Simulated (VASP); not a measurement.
# Zn (P6_3/mmc) in VASP: a series of runs

The runs below take Zn through single point, relaxation of cell and atoms, with r2SCAN.

Everything below comes from runs of VASP 6.6.1. Logs are shortened: lines on timing, memory, paths and dates and some standing lists are left out, and cuts for length are marked.

## Step 1: The cell of the first run

The structure is hexagonal, space group P6_3/mmc (No. 194). Conventional cell: a = 2.608 Å, b = 2.608 Å, c = 4.893 Å, α = 90.00°, β = 90.00°, γ = 120.00°. Within 3.4 Å of Zn (site symmetry -6m2) lie 12 Zn at 2.61 to 2.87 Å.

## Step 2: Single point, r2SCAN

The input, POSCAR:

```
Zn
1.0
    2.6078504058      0.0000000000      0.0000000000
   -1.3039252029      2.2584647007      0.0000000000
    0.0000000000      0.0000000000      4.8927246475
Zn
2
Direct
    0.3333333333      0.6666666667      0.2500000000
    0.6666666667      0.3333333333      0.7500000000
```

The input, INCAR.step1:

```
PREC = Accurate
ENCUT = 520
ISMEAR = -1
SIGMA = 0.1
LREAL = False
LASPH = True
NELM = 100
NBANDS = 19
GGA = PE
ALGO = Normal
EDIFF = 1E-4
LWAVE = True
LCHARG = False
```

The input, INCAR.step2:

```
PREC = Accurate
ENCUT = 520
EDIFF = 1E-7
ISMEAR = -1
SIGMA = 0.1
LREAL = False
LASPH = True
NELM = 100
ALGO = Normal
ISIF = 2
LWAVE = False
LCHARG = False
METAGGA = R2SCAN
LMIXTAU = True
NBANDS = 19
ISTART = 1
```

The input, KPOINTS:

```
regular mesh
0
Gamma
  7 7 4
```

Potentials or basis: VASP PAW PBE potentials, release 64 (Zn).

Launch:

```
$ cat potpaw_PBE.64/Zn/POTCAR > POTCAR
$ cp INCAR.step1 INCAR
$ mpirun -np 1 vasp_std > vasp.out
$ cp INCAR.step2 INCAR
$ mpirun -np 1 vasp_std > vasp.out
```

OUTCAR:

```text
PREC = Accurate
   ENCUT = 520
   EDIFF = 1E-7
   ISMEAR = -1
   LREAL = False
   LASPH = True
   NELM = 100
   ISIF = 2
   METAGGA = R2SCAN
   ISTART = 1

 ion  position               nearest neighbor table
   1  0.333  0.667  0.250-   2 2.87   2 2.87   2 2.87   2 2.87   2 2.87   2 2.87
   2  0.667  0.333  0.750-   1 2.87   1 2.87   1 2.87   1 2.87   1 2.87   1 2.87

  LATTYP: Found a hexagonal cell.
 ALAT       =     2.6078504058
 C/A-ratio  =     1.8761523424

  Lattice vectors:

 A1 = (   2.6078504058,   0.0000000000,   0.0000000000)
 A2 = (  -1.3039252029,   2.2584647007,   0.0000000000)
 A3 = (   0.0000000000,   0.0000000000,   4.8927246475)

Analysis of symmetry for initial positions (statically):
=====================================================================
 Subroutine PRICEL returns:
 Original cell was already a primitive cell.

 Routine SETGRP: Setting up the symmetry group for a
 hexagonal supercell.

 Subroutine GETGRP returns: Found 24 space group operations
 (whereof 12 operations were pure point group operations)
 out of a pool of 24 trial point group operations.

The static configuration has the point symmetry D_3d.
 The point group associated with its full space group is D_6h.

Analysis of symmetry for dynamics (positions and initial velocities):
=====================================================================
 Subroutine PRICEL returns:
 Original cell was already a primitive cell.

 Routine SETGRP: Setting up the symmetry group for a
 hexagonal supercell.

 Subroutine GETGRP returns: Found 24 space group operations
 (whereof 12 operations were pure point group operations)
 out of a pool of 24 trial point group operations.

The dynamic configuration has the point symmetry D_3d.
 The point group associated with its full space group is D_6h.

 Subroutine INISYM returns: Found 24 space group operations
 (whereof 12 operations are pure point group operations),
 and found     1 'primitive' translations

----------------------------------------------------------------------------------------

                                     Primitive cell

  volume of cell :      28.8169

  direct lattice vectors                    reciprocal lattice vectors
     2.607850406  0.000000000  0.000000000     0.383457578  0.221389336  0.000000000
    -1.303925203  2.258464701  0.000000000     0.000000000  0.442778672  0.000000000
     0.000000000  0.000000000  4.892724647     0.000000000  0.000000000  0.204385097

  length of vectors
     2.607850406  2.607850406  4.892724647     0.442778672  0.442778672  0.204385097

  position of ions in fractional coordinates (direct lattice)
     0.333333333  0.666666667  0.250000000
     0.666666667  0.333333333  0.750000000

  ion indices of the primitive-cell ions
   primitive index   ion index
                 1           1
                 2           2

----------------------------------------------------------------------------------------

 KPOINTS: regular mesh

Automatic generation of k-mesh.
 Grid dimensions read from file:
 generate k-points for:    7    7    4

 Generating k-lattice:

  Cartesian coordinates                     Fractional coordinates (reciprocal lattice)
     0.054779654  0.031627048  0.000000000     0.142857143  0.000000000  0.000000000
     0.000000000  0.063254096  0.000000000     0.000000000  0.142857143  0.000000000
     0.000000000  0.000000000  0.051096274     0.000000000  0.000000000  0.250000000

  Length of vectors
     0.063254096  0.063254096  0.051096274

  Shift w.r.t. Gamma in fractional coordinates (k-lattice)
     0.000000000  0.000000000  0.000000000

 Subroutine IBZKPT returns following result:
 ===========================================

 Found     24 irreducible k-points:

 Following reciprocal coordinates:
            Coordinates               Weight
  0.000000  0.000000  0.000000      1.000000
  0.142857  0.000000  0.000000      6.000000
  0.285714  0.000000  0.000000      6.000000
  0.428571  0.000000  0.000000      6.000000
  0.142857  0.142857  0.000000      6.000000
  0.285714  0.142857  0.000000     12.000000
[... 16 lines left out ...]
  0.428571  0.142857  0.500000      6.000000
  0.285714  0.285714  0.500000      6.000000
   k-points           NKPTS =     24   k-points in BZ     NKDIM =     24   number of bands    NBANDS=     19
   number of dos      NEDOS =    301   number of ions     NIONS =      2
   total plane-waves  NPLWV =  14400
   dimension x,y,z NGX =    20 NGY =   20 NGZ =   36
   dimension x,y,z NGXF=    40 NGYF=   40 NGZF=   72
   ions per type =               2
   NGX,Y,Z   is equivalent  to a cutoff of  12.75, 12.75, 12.23 a.u.
   NGXF,Y,Z  is equivalent  to a cutoff of  25.50, 25.50, 24.46 a.u.
 SYSTEM =  unknown system
   PREC   = accura    normal or accurate (medium, high low for compatibility)
   ISTART =      1    job   : 0-new  1-cont  2-samecut
   ICHARG =      0    charge: 1-file 2-atom 10-const
   ISPIN  =      1    spin polarized calculation?
   LNONCOLLINEAR =      F non collinear calculations
   LSORBIT =      F    spin-orbit coupling
   LASPH  =      T    aspherical Exc in radial PAW
   ENCUT  =  520.0 eV  38.22 Ry    6.18 a.u.   4.85  4.85  9.10*2*pi/ulx,y,z
   NELM   =    100;   NELMIN=  2; NELMDL=  0     # of ELM steps
   EDIFF  = 0.1E-06   stopping-criterion for ELM
   LREAL  =      F    real-space projection
   EDIFFG = 0.1E-05   stopping-criterion for IOM
   NSW    =      0    number of steps for IOM
   IBRION =     -1    ionic relax: 0-MD 1-quasi-New 2-CG
   NFREE  =      0    steps in history (QN), initial steepest desc. (CG)
   ISIF   =      2    stress and relaxation
   ISYM   =      2    0-nonsym 1-usesym 2-fastsym
   POTIM  = 0.5000    time-step for ionic-motion
   TEBEG  =    0.0;   TEEND  =   0.0 temperature during run
   PSTRESS=    0.0 pullay stress
   NELECT =      24.0000    total number of electrons
   NUPDOWN=      -1.0000    fix difference up-down
   EMIN   =  10.00;   EMAX   =-10.00  energy-range for DOS
   EFERMI =   0.00;   METHOD = LEGACY
   ISMEAR =    -1;   SIGMA  =   0.10  broadening in eV -4-tet -1-fermi 0-gaus
   EFERMI_NEDOS =   21; number of points for ismear=-14 and -15
   IALGO  =     38    algorithm
   IMIX   =      4    mixing-type and parameters
     AMIX     =   0.40;   BMIX     =  1.00
     AMIX_MAG =   1.60;   BMIX_MAG =  1.00
  volume/ion in A,a.u.               =      14.41        97.23
  Fermi-wavevector in a.u.,A,eV,Ry     =   1.540268  2.910685 32.278814  2.372426
  Thomas-Fermi vector in A             =   2.646379
   LORBIT       =      0    0 simple, 1 ext, 2 COOP (PROOUT), +10 PAW based schemes
   METAGGA = R2SCAN    functional components
   LHFCALC =     F    Hartree Fock is set to
   AEXX    =    0.0000 exact exchange contribution
   IVDW    =     0    specifies the selected vdW correction
   LEPSILON=     F    determine dielectric tensor
   LRPA    =     F    only Hartree local field effects (RPA)
 non-spin polarized calculation
  energy-cutoff  :      520.00
  volume of cell :       28.82
 maximum number of plane-waves:       788
 NGX is ok and might be reduce to    20
   NGX =  9   NGY =  9   NGZ = 19

 number of electron      24.0000022 magnetization

 Free energy of the ion-electron system (eV)
  ---------------------------------------------------
  ext. energy  EPLUGINS =         0.00000000
  ---------------------------------------------------
  free energy    TOTEN  =       -17.87072804 eV

  energy without entropy =      -17.86272760  energy(sigma->0) =      -17.86672782

 E-fermi :   3.5581     XC(G=0): -12.9540

 val. band max:        3.4004670829   @ k =   0.2857   0.1429   0.0000
 cond. band min:       3.5729979039   @ k =   0.0000   0.0000   0.2500
 fundamental gap:      0.1725308209
 Fermi energy:         3.5580934069

 k-point     1 :       0.0000    0.0000    0.0000
  band No.  band energies     occupation
      1      -7.9453      2.00000
      2      -5.8835      2.00000
      3      -5.0493      2.00000
      4      -4.7657      2.00000
      5      -4.7655      2.00000
      6      -4.7114      2.00000
[... 11 lines left out ...]
     18      24.1824      0.00000
     19      24.3651      0.00000

 k-point     2 :       0.1429    0.0000    0.0000
  band No.  band energies     occupation
      1      -7.2928      2.00000
      2      -5.6137      2.00000
      3      -4.9961      2.00000
      4      -4.8244      2.00000
      5      -4.7527      2.00000
      6      -4.6105      2.00000
[... 11 lines left out ...]
     18      21.4662      0.00000
     19      23.0750      0.00000

 k-point     3 :       0.2857    0.0000    0.0000
  band No.  band energies     occupation
      1      -5.8092      2.00000
      2      -5.4127      2.00000
      3      -5.0445      2.00000
      4      -4.8560      2.00000
      5      -4.7235      2.00000
      6      -4.6143      2.00000
[... 11 lines left out ...]
     18      19.8344      0.00000
     19      21.1081      0.00000

 k-point     4 :       0.4286    0.0000    0.0000
  band No.  band energies     occupation
      1      -5.6083      2.00000
      2      -5.5200      2.00000
      3      -5.3143      2.00000
      4      -4.7859      2.00000
      5      -4.6373      2.00000
      6      -4.5842      2.00000
[... 11 lines left out ...]
     18      19.0424      0.00000
     19      20.6653      0.00000

 k-point     5 :       0.1429    0.1429    0.0000
  band No.  band energies     occupation
      1      -6.1166      2.00000
      2      -5.2702      2.00000
      3      -5.0521      2.00000
      4      -4.8941      2.00000
      5      -4.8680      2.00000
      6      -4.7478      2.00000
[... 11 lines left out ...]
     18      19.0052      0.00000
     19      20.4187      0.00000
[... 334 lines left out ...]
      2      -5.3380      2.00000
      3      -5.0532      2.00000
      4      -5.0532      2.00000
      5      -4.9196      2.00000
      6      -4.9196      2.00000
[... 11 lines left out ...]
     18      14.9394      0.00000
     19      26.5913      0.00000

 k-point    22 :       0.2857    0.1429    0.5000
  band No.  band energies     occupation
      1      -5.3356      2.00000
      2      -5.3356      2.00000
      3      -5.1249      2.00000
      4      -5.1249      2.00000
      5      -4.5558      2.00000
      6      -4.5558      2.00000
[... 11 lines left out ...]
     18      13.1192      0.00000
     19      21.8281      0.00000

 k-point    23 :       0.4286    0.1429    0.5000
  band No.  band energies     occupation
      1      -5.4231      2.00000
      2      -5.4231      2.00000
      3      -5.1781      2.00000
      4      -5.1781      2.00000
      5      -4.5196      2.00000
      6      -4.5196      2.00000
[... 11 lines left out ...]
     18      14.9233      0.00000
     19      18.3432      0.00000

 k-point    24 :       0.2857    0.2857    0.5000
  band No.  band energies     occupation
      1      -5.1588      2.00000
      2      -5.1588      2.00000
      3      -4.9676      2.00000
      4      -4.9676      2.00000
      5      -4.7481      2.00000
      6      -4.7481      2.00000
[... 11 lines left out ...]
     18      15.3217      0.00000
     19      19.9018      0.00000

------------------------ aborting loop because EDIFF is reached ----------------------------------------

  FORCE on cell =-STRESS in cart. coord.  units (eV):
  Direction    XX          YY          ZZ          XY          YZ          ZX
  --------------------------------------------------------------------------------------
  -------------------------------------------------------------------------------------
  Total        0.1055495      0.1055495      0.0675657      0.0000000      0.0000000      0.0000000
  in kB        5.8684064      5.8684064      3.7565598      0.0000000      0.0000000      0.0000000
  external PRESSURE =       5.1644575 kB  Pullay stress =       0.0000000 kB

 VOLUME and BASIS-vectors are now :
 -----------------------------------------------------------------------------
  energy-cutoff  :      520.00
  volume of cell :       28.82
      direct lattice vectors                 reciprocal lattice vectors
     2.607850406  0.000000000  0.000000000     0.383457578  0.221389336  0.000000000
    -1.303925203  2.258464701  0.000000000     0.000000000  0.442778672  0.000000000
     0.000000000  0.000000000  4.892724647     0.000000000  0.000000000  0.204385097

 POSITION                                       TOTAL-FORCE (eV/Angst)
 -----------------------------------------------------------------------------------
     -0.00000      1.50564      1.22318         0.000000     -0.000000      0.000000
      1.30393      0.75282      3.66954        -0.000000      0.000000      0.000000
 -----------------------------------------------------------------------------------
    total drift:                               -0.000000      0.000000      0.000000

  FREE ENERGIE OF THE ION-ELECTRON SYSTEM (eV)
  ---------------------------------------------------
  free  energy   TOTEN  =       -17.8707280442 eV

  energy  without entropy=      -17.8627275988  energy(sigma->0) =      -17.86672782
```

Run time: 26 s. Hardware: 1 thread of Intel Xeon 6975P-C (Granite Rapids), shared host; peak memory 0.14 GiB.

Results:

| Quantity | Value |
| --- | --- |
| Free energy | -17.8707 eV |
| Pressure | 0.5 GPa |
| Band gap on the k mesh | zero (bands 12 and 13 overlap by 4.80 eV) |

Stress tensor (GPa, compression positive):
```
0.59 0.00 0.00
0.00 0.59 0.00
0.00 0.00 0.38
```

Caveat: the k points lie up to 0.40 Å⁻¹ apart, too coarse for converged energies and pressures of a metal; the PAW data sets were made with another functional, which shifts forces and pressure a little.

## Step 3: Relaxation of cell and atoms, r2SCAN

This run uses another cell than the first one, of 15.33 Å³/atom.

The input, POSCAR:

```
Zn
1.0
    2.6700000000      0.0000000000      0.0000000000
   -1.3350000000      2.3122878300      0.0000000000
    0.0000000000      0.0000000000      4.9660000000
Zn
2
Direct
    0.3333333333      0.6666666667      0.2500000000
    0.6666666667      0.3333333333      0.7500000000
```

The input, INCAR.step1:

```
SYSTEM = Zn
  ALGO = Normal
  EDIFF = 1E-4
  ENCUT = 600
  GGA = PE
  ISMEAR = -1
  LASPH = .True.
  LCHARG = .False.
  LREAL = .False.
  LWAVE = .True.
  NELM = 100
  PREC = Accurate
  SIGMA = 0.1
```

The input, INCAR.step2:

```
SYSTEM = Zn
  ALGO = Normal
  EDIFF = 1E-6
  EDIFFG = -0.01
  ENCUT = 600
  IBRION = 2
  ISIF = 3
  ISMEAR = -1
  ISTART = 1
  LASPH = .True.
  LCHARG = .False.
  LMIXTAU = .True.
  LREAL = .False.
  LWAVE = .False.
  METAGGA = R2SCAN
  NELM = 100
  NSW = 60
  PREC = Accurate
  SIGMA = 0.1
```

The input, KPOINTS:

```
k-points
0
Gamma
  7 7 4
  0 0 0
```

Potentials or basis: VASP PAW PBE potentials, release 64 (Zn).

Launch:

```
$ cat potpaw_PBE.64/Zn/POTCAR > POTCAR
$ cp INCAR.step1 INCAR
$ mpirun -np 1 vasp_std > vasp.out
$ cp INCAR.step2 INCAR
$ mpirun -np 1 vasp_std > vasp.out
```

It took 1.7 min on 1 thread of Intel Xeon 6975P-C (Granite Rapids), shared host; peak memory 0.17 GiB.

Results (log left out):

```yaml
Free_energy: -17.8734 eV
Relaxed_volume: 14.44 Å³/atom
Relaxed_cell: a = 2.611 Å, b = 2.611 Å, c = 4.889 Å, α = 90.00°, β = 90.00°, γ = 120.00°
Space_group_after_relaxing_to_0.1_Å: P6_3/mmc (No. 194)
Energy_gained_by_relaxing: 15.8 meV/atom
Ionic_steps: 7
Pressure_after_relaxing: 0.0 GPa
Band_gap_on_the_k_mesh: zero (bands 12 and 13 overlap by 4.76 eV)
```

Step by step:
| step | energy change (eV) | largest force (eV/Å) | pressure (GPa) | volume (Å³) |
| --- | --- | --- | --- | --- |
| 1 | 0.0000 | 0.0000 | -4.76 | 30.66 |
| 2 | -0.0310 | 0.0000 | 0.78 | 28.68 |
| 3 | -0.0314 | 0.0000 | 0.01 | 28.90 |
| 4 | -0.0314 | 0.0000 | -0.14 | 28.93 |
| 5 | -0.0315 | 0.0000 | 0.00 | 28.90 |
| 6 | -0.0316 | 0.0000 | -0.05 | 28.89 |
| 7 | -0.0316 | 0.0000 | -0.01 | 28.87 |

Final structure:
```xyz
2
Lattice="2.6113 0.0000 0.0000 -1.3057 2.2615 0.0000 0.0000 0.0000 4.8894" Properties=species:S:1:pos:R:3 pbc="T T T"
Zn    0.0000    1.5077    1.2224
Zn    1.3057    0.7538    3.6671
```

Levels at points of the mesh, in eV from the Fermi level:
```
           k point  band 9  band 10  band 11  band 12  band 13  band 14  band 15  band 16
(0.00, 0.00, 0.00)   -7.91    -7.69    -7.69    -4.31    -3.40    14.35    18.03    19.15
(0.00, 0.00, 0.50)   -7.78    -7.78    -7.78    -7.78     4.63     4.63    20.59    20.59
```

Caveat: the k points lie up to 0.40 Å⁻¹ apart in the final cell, too coarse for converged energies and pressures of a metal; the PAW data sets were made with another functional, which shifts forces and pressure a little.

The gap in the log of VASP goes by the Fermi energy; the results here count the filled bands.